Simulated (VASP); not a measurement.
# GaN (F-43m) in VASP: notebook

The runs below take GaN through single point, with PBE.

Everything below comes from runs of VASP 6.6.1. Logs are shortened: lines on timing, memory, paths and dates and some standing lists are left out, and cuts for length are marked.

## (1) The cell of the first run

The structure is cubic, space group F-43m (No. 216). Conventional cell: a = 4.507 Å, b = 4.507 Å, c = 4.507 Å, α = 90.00°, β = 90.00°, γ = 90.00°. Within 2.6 Å of Ga (site symmetry -43m) lie 4 N at 1.95 Å. Within 2.6 Å of N (site symmetry -43m) lie 4 Ga at 1.95 Å.

## (2) Single point, PBE

INCAR

```
SYSTEM = GaN
PREC     = Accurate       ! precision mode
ENCUT    = 600            ! plane-wave cutoff, eV
EDIFF    = 1E-6           ! SCF threshold, eV
ISMEAR   = 0              ! smearing method
SIGMA    = 0.01           ! smearing width, eV
LREAL    = .FALSE.        ! projectors in reciprocal space
LASPH    = .TRUE.         ! aspherical terms in the spheres
NELM     = 120            ! most SCF steps
ALGO     = Normal         ! electronic algorithm
ISIF     = 2              ! what is computed and relaxed
LWAVE    = .FALSE.        ! write WAVECAR
LCHARG   = .FALSE.        ! write CHGCAR
GGA      = PE             ! functional
NBANDS   = 16             ! bands
GGA_COMPAT= .FALSE.
```

KPOINTS

```
regular mesh
0
G
  6 6 6
  0 0 0
```

POSCAR

```
GaN
1.0
    0.0000000000      2.2535006100      2.2535006100
    2.2535006100      0.0000000000      2.2535006100
    2.2535006100      2.2535006100      0.0000000000
Ga N
1 1
Direct
    0.0000000000      0.0000000000      0.0000000000
    0.7500000000      0.7500000000      0.7500000000
```

Potentials or basis: VASP PAW PBE potentials, release 64 (Ga_d, N).

On the command line:

```bash
$ cat potpaw_PBE.64/Ga_d/POTCAR potpaw_PBE.64/N/POTCAR > POTCAR
$ mpirun -np 1 vasp_std > vasp.out
```

OUTCAR:

```text
SYSTEM = GaN
   PREC = Accurate
   ENCUT = 600
   EDIFF = 1E-6
   ISMEAR = 0
   LREAL = .FALSE.
   LASPH = .TRUE.
   NELM = 120
   ISIF = 2
   GGA = PE

 ion  position               nearest neighbor table
   1  0.000  0.000  0.000-   2 1.95   2 1.95   2 1.95   2 1.95
   2  0.750  0.750  0.750-   1 1.95   1 1.95   1 1.95   1 1.95

  LATTYP: Found a face centered cubic cell.
 ALAT       =     4.5070012200

  Lattice vectors:

 A1 = (   0.0000000000,   2.2535006100,   2.2535006100)
 A2 = (   2.2535006100,   0.0000000000,   2.2535006100)
 A3 = (   2.2535006100,   2.2535006100,   0.0000000000)

Analysis of symmetry for initial positions (statically):
=====================================================================
 Subroutine PRICEL returns:
 Original cell was already a primitive cell.

 Routine SETGRP: Setting up the symmetry group for a
 face centered cubic supercell.

 Subroutine GETGRP returns: Found 24 space group operations
 (whereof 24 operations were pure point group operations)
 out of a pool of 48 trial point group operations.

The static configuration has the point symmetry T_d .

Analysis of symmetry for dynamics (positions and initial velocities):
=====================================================================
 Subroutine PRICEL returns:
 Original cell was already a primitive cell.

 Routine SETGRP: Setting up the symmetry group for a
 face centered cubic supercell.

 Subroutine GETGRP returns: Found 24 space group operations
 (whereof 24 operations were pure point group operations)
 out of a pool of 48 trial point group operations.

The dynamic configuration has the point symmetry T_d .

 Subroutine INISYM returns: Found 24 space group operations
 (whereof 24 operations are pure point group operations),
 and found     1 'primitive' translations

----------------------------------------------------------------------------------------

                                     Primitive cell

  volume of cell :      22.8877

  direct lattice vectors                    reciprocal lattice vectors
     0.000000000  2.253500610  2.253500610    -0.221877020  0.221877020  0.221877020
     2.253500610  0.000000000  2.253500610     0.221877020 -0.221877020  0.221877020
     2.253500610  2.253500610  0.000000000     0.221877020  0.221877020 -0.221877020

  length of vectors
     3.186931125  3.186931125  3.186931125     0.384302272  0.384302272  0.384302272

  position of ions in fractional coordinates (direct lattice)
     0.000000000  0.000000000  0.000000000
     0.750000000  0.750000000  0.750000000

  ion indices of the primitive-cell ions
   primitive index   ion index
                 1           1
                 2           2

----------------------------------------------------------------------------------------

 KPOINTS: regular mesh

Automatic generation of k-mesh.
 Grid dimensions read from file:
 generate k-points for:    6    6    6

 Generating k-lattice:

  Cartesian coordinates                     Fractional coordinates (reciprocal lattice)
    -0.036979503  0.036979503  0.036979503     0.166666667  0.000000000  0.000000000
     0.036979503 -0.036979503  0.036979503     0.000000000  0.166666667  0.000000000
     0.036979503  0.036979503 -0.036979503     0.000000000  0.000000000  0.166666667

  Length of vectors
     0.064050379  0.064050379  0.064050379

  Shift w.r.t. Gamma in fractional coordinates (k-lattice)
     0.000000000  0.000000000  0.000000000

 Subroutine IBZKPT returns following result:
 ===========================================

 Found     16 irreducible k-points:

 Following reciprocal coordinates:
            Coordinates               Weight
  0.000000  0.000000  0.000000      1.000000
  0.166667  0.000000  0.000000      8.000000
  0.333333  0.000000  0.000000      8.000000
  0.500000  0.000000  0.000000      4.000000
  0.166667  0.166667  0.000000      6.000000
  0.333333  0.166667  0.000000     24.000000
[... 8 lines left out ...]
 -0.333333  0.333333  0.166667     24.000000
 -0.333333  0.500000  0.166667     12.000000
   k-points           NKPTS =     16   k-points in BZ     NKDIM =     16   number of bands    NBANDS=     16
   number of dos      NEDOS =    301   number of ions     NIONS =      2
   total plane-waves  NPLWV =  21952
   dimension x,y,z NGX =    28 NGY =   28 NGZ =   28
   dimension x,y,z NGXF=    56 NGYF=   56 NGZF=   56
   ions per type =               1   1
   NGX,Y,Z   is equivalent  to a cutoff of  14.61, 14.61, 14.61 a.u.
   NGXF,Y,Z  is equivalent  to a cutoff of  29.21, 29.21, 29.21 a.u.
 SYSTEM =  GaN
   PREC   = accura    normal or accurate (medium, high low for compatibility)
   ISTART =      0    job   : 0-new  1-cont  2-samecut
   ICHARG =      2    charge: 1-file 2-atom 10-const
   ISPIN  =      1    spin polarized calculation?
   LNONCOLLINEAR =      F non collinear calculations
   LSORBIT =      F    spin-orbit coupling
   LASPH  =      T    aspherical Exc in radial PAW
   ENCUT  =  600.0 eV  44.10 Ry    6.64 a.u.   6.37  6.37  6.37*2*pi/ulx,y,z
   NELM   =    120;   NELMIN=  2; NELMDL= -5     # of ELM steps
   EDIFF  = 0.1E-05   stopping-criterion for ELM
   LREAL  =      F    real-space projection
   EDIFFG = 0.1E-04   stopping-criterion for IOM
   NSW    =      0    number of steps for IOM
   IBRION =     -1    ionic relax: 0-MD 1-quasi-New 2-CG
   NFREE  =      0    steps in history (QN), initial steepest desc. (CG)
   ISIF   =      2    stress and relaxation
   ISYM   =      2    0-nonsym 1-usesym 2-fastsym
   POTIM  = 0.5000    time-step for ionic-motion
   TEBEG  =    0.0;   TEEND  =   0.0 temperature during run
   PSTRESS=    0.0 pullay stress
   NELECT =      18.0000    total number of electrons
   NUPDOWN=      -1.0000    fix difference up-down
   EMIN   =  10.00;   EMAX   =-10.00  energy-range for DOS
   EFERMI =   0.00;   METHOD = LEGACY
   ISMEAR =     0;   SIGMA  =   0.01  broadening in eV -4-tet -1-fermi 0-gaus
   EFERMI_NEDOS =   21; number of points for ismear=-14 and -15
   IALGO  =     38    algorithm
   IMIX   =      4    mixing-type and parameters
     AMIX     =   0.40;   BMIX     =  1.00
     AMIX_MAG =   1.60;   BMIX_MAG =  1.00
  volume/ion in A,a.u.               =      11.44        77.23
  Fermi-wavevector in a.u.,A,eV,Ry     =   1.511117  2.855596 31.068543  2.283473
  Thomas-Fermi vector in A             =   2.621216
   LORBIT       =      0    0 simple, 1 ext, 2 COOP (PROOUT), +10 PAW based schemes
   GGA     = PE    functional components
   LHFCALC =     F    Hartree Fock is set to
   AEXX    =    0.0000 exact exchange contribution
   IVDW    =     0    specifies the selected vdW correction
   LEPSILON=     F    determine dielectric tensor
   LRPA    =     F    only Hartree local field effects (RPA)
 non-spin polarized calculation
 Gauss-broadening in eV      SIGMA  =   0.01
  energy-cutoff  :      600.00
  volume of cell :       22.89
 maximum number of plane-waves:       778
 NGX is ok and might be reduce to    28
   NGX = 13   NGY = 13   NGZ = 13

 number of electron      18.0000005 magnetization

 Free energy of the ion-electron system (eV)
  ---------------------------------------------------
  ext. energy  EPLUGINS =         0.00000000
  ---------------------------------------------------
  free energy    TOTEN  =       -12.14020443 eV

  energy without entropy =      -12.14020443  energy(sigma->0) =      -12.14020443

 E-fermi :   5.3498     XC(G=0): -11.6659

 val. band max:        5.2861607835   @ k =   0.0000   0.0000   0.0000
 cond. band min:       7.0085719027   @ k =   0.0000   0.0000   0.0000
 fundamental gap:      1.7224111192
 Fermi energy:         5.3498493548

 k-point     1 :       0.0000    0.0000    0.0000
  band No.  band energies     occupation
      1     -10.6494      2.00000
      2      -8.1608      2.00000
      3      -8.1607      2.00000
      4      -8.1607      2.00000
      5      -7.8412      2.00000
      6      -7.8412      2.00000
[... 8 lines left out ...]
     15      24.1375      0.00000
     16      24.1375      0.00000

 k-point     2 :       0.1667    0.0000    0.0000
  band No.  band energies     occupation
      1     -10.3655      2.00000
      2      -8.1269      2.00000
      3      -8.1269      2.00000
      4      -8.0334      2.00000
      5      -7.8426      2.00000
      6      -7.8426      2.00000
[... 8 lines left out ...]
     15      22.1955      0.00000
     16      22.1955      0.00000

 k-point     3 :       0.3333    0.0000    0.0000
  band No.  band energies     occupation
      1      -9.8940      2.00000
      2      -8.0818      2.00000
      3      -8.0818      2.00000
      4      -7.8204      2.00000
      5      -7.8204      2.00000
      6      -7.3711      2.00000
[... 8 lines left out ...]
     15      22.9544      0.00000
     16      22.9544      0.00000

 k-point     4 :       0.5000    0.0000    0.0000
  band No.  band energies     occupation
      1      -9.7419      2.00000
      2      -8.0732      2.00000
      3      -8.0732      2.00000
      4      -7.7941      2.00000
      5      -7.7941      2.00000
      6      -6.5948      2.00000
[... 8 lines left out ...]
     15      24.9463      0.00000
     16      24.9463      0.00000
[... 172 lines left out ...]
 k-point    14 :       0.5000    0.3333    0.1667
  band No.  band energies     occupation
      1      -9.6744      2.00000
      2      -8.0259      2.00000
      3      -8.0045      2.00000
      4      -7.8997      2.00000
      5      -7.8044      2.00000
      6      -6.7213      2.00000
[... 8 lines left out ...]
     15      25.1721      0.00000
     16      27.6882      0.00000

 k-point    15 :      -0.3333    0.3333    0.1667
  band No.  band energies     occupation
      1      -9.6031      2.00000
      2      -8.0398      2.00000
      3      -7.9740      2.00000
      4      -7.8642      2.00000
      5      -7.8180      2.00000
      6      -6.1008      2.00000
[... 8 lines left out ...]
     15      24.1690      0.00000
     16      28.0965      0.00000

 k-point    16 :      -0.3333    0.5000    0.1667
  band No.  band energies     occupation
      1      -9.5693      2.00000
      2      -8.0303      2.00000
      3      -7.9572      2.00000
      4      -7.8494      2.00000
      5      -7.8015      2.00000
      6      -5.9546      2.00000
[... 8 lines left out ...]
     15      25.9500      0.00000
     16      28.3025      0.00000

------------------------ aborting loop because EDIFF is reached ----------------------------------------

  FORCE on cell =-STRESS in cart. coord.  units (eV):
  Direction    XX          YY          ZZ          XY          YZ          ZX
  --------------------------------------------------------------------------------------
  -------------------------------------------------------------------------------------
  Total        0.6999521      0.6999521      0.6999521      0.0000000     -0.0000000      0.0000000
  in kB       48.9977170     48.9977170     48.9977170      0.0000000     -0.0000000      0.0000000
  external PRESSURE =      48.9977170 kB  Pullay stress =       0.0000000 kB

 VOLUME and BASIS-vectors are now :
 -----------------------------------------------------------------------------
  energy-cutoff  :      600.00
  volume of cell :       22.89
      direct lattice vectors                 reciprocal lattice vectors
     0.000000000  2.253500610  2.253500610    -0.221877020  0.221877020  0.221877020
     2.253500610  0.000000000  2.253500610     0.221877020 -0.221877020  0.221877020
     2.253500610  2.253500610  0.000000000     0.221877020  0.221877020 -0.221877020

 POSITION                                       TOTAL-FORCE (eV/Angst)
 -----------------------------------------------------------------------------------
      0.00000      0.00000      0.00000        -0.000000     -0.000000     -0.000000
      3.38025      3.38025      3.38025         0.000000      0.000000      0.000000
 -----------------------------------------------------------------------------------
    total drift:                               -0.000000     -0.000000     -0.000000

  FREE ENERGIE OF THE ION-ELECTRON SYSTEM (eV)
  ---------------------------------------------------
  free  energy   TOTEN  =       -12.1402044262 eV

  energy  without entropy=      -12.1402044262  energy(sigma->0) =      -12.14020443
```

Wall time 14 s (1 thread of Intel Xeon Platinum 8488C (Sapphire Rapids), shared host); peak memory 0.15 GiB.

What came out:

| Item | Value |
| --- | --- |
| Free energy | -12.1402 eV |
| Pressure | 4.9 GPa |
| Band gap on the k mesh | 1.72 eV, direct |

Levels at points of the mesh, in eV from the valence-band top:
```
           k point  band 5  band 6  band 7  band 8  band 9  band 10  band 11  band 12  band 13  band 14
(0.00, 0.00, 0.00)  -13.13  -13.13    0.00    0.00    0.00     1.72    10.30    10.30    10.30    17.60
(0.50, 0.00, 0.00)  -13.08  -11.88   -7.04   -0.97   -0.97     4.64     8.73    10.36    10.36    15.63
(0.50, 0.50, 0.00)  -13.05  -11.46   -6.13   -2.70   -2.70     3.35     6.66    11.71    13.96    13.96
```

## (3) Single point, PBE

INCAR

```
SYSTEM = GaN
  PREC = Accurate
  ENCUT = 600
  EDIFF = 1E-6
  ISMEAR = 0
  SIGMA = 0.01
  LREAL = .False.
  LASPH = .True.
  NELM = 120
  ALGO = Normal
  ISIF = 2
  LWAVE = .False.
  LCHARG = .False.
  GGA = PE
  NBANDS = 16
  GGA_COMPAT = .False.
```

KPOINTS

```
Automatic mesh
0
Gamma
  7 7 7
  0 0 0
```

POSCAR is that of step 2.

Potentials or basis: VASP PAW PBE potentials, release 64 (Ga_d, N).

On the command line:

```bash
$ cat potpaw_PBE.64/Ga_d/POTCAR potpaw_PBE.64/N/POTCAR > POTCAR
$ mpirun -np 1 vasp_std > vasp.out
```

It took 16 s on 1 thread of Intel Xeon Platinum 8488C (Sapphire Rapids), shared host; peak memory 0.16 GiB.

The run converged. Its results:

| Quantity | Value |
| --- | --- |
| Free energy | -12.1432 eV |
| Pressure | 4.9 GPa |
| Band gap on the k mesh | 1.72 eV, direct |

Levels at points of the mesh, in eV from the valence-band top:
```tsv
k point	band 5	band 6	band 7	band 8	band 9	band 10	band 11	band 12	band 13	band 14
(0.00, 0.00, 0.00)	-13.12	-13.12	0.00	0.00	0.00	1.72	10.30	10.30	10.30	17.60
```
